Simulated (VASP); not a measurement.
A run of VASP 6.6.1 is set up as follows.

INCAR

```
SYSTEM = Au
  PREC = Accurate
  ENCUT = 520
  EDIFF = 1E-6
  ISMEAR = 0
  SIGMA = 0.2
  LREAL = .FALSE.
  LASPH = .TRUE.
  NELM = 100
  ALGO = Normal
  ISIF = 2
  LWAVE = .FALSE.
  LCHARG = .FALSE.
  GGA = PE
  NBANDS = 12
```

KPOINTS

```
regular mesh
0
G
  13 13 13
  0 0 0
```

POSCAR

```
Au
1.0
    0.0000000000      2.0782552709      2.0782552709
    2.0782552709      0.0000000000      2.0782552709
    2.0782552709      2.0782552709      0.0000000000
Au
1
Direct
    0.0000000000      0.0000000000      0.0000000000
```

Potentials or basis: VASP PAW PBE potentials, release 64 (Au).

The run is started by

```console
$ cat potpaw_PBE.64/Au/POTCAR > POTCAR
$ mpirun -np 1 vasp_std > vasp.out
```

Task: Estimate the pressure.

Result: -0.3 GPa.
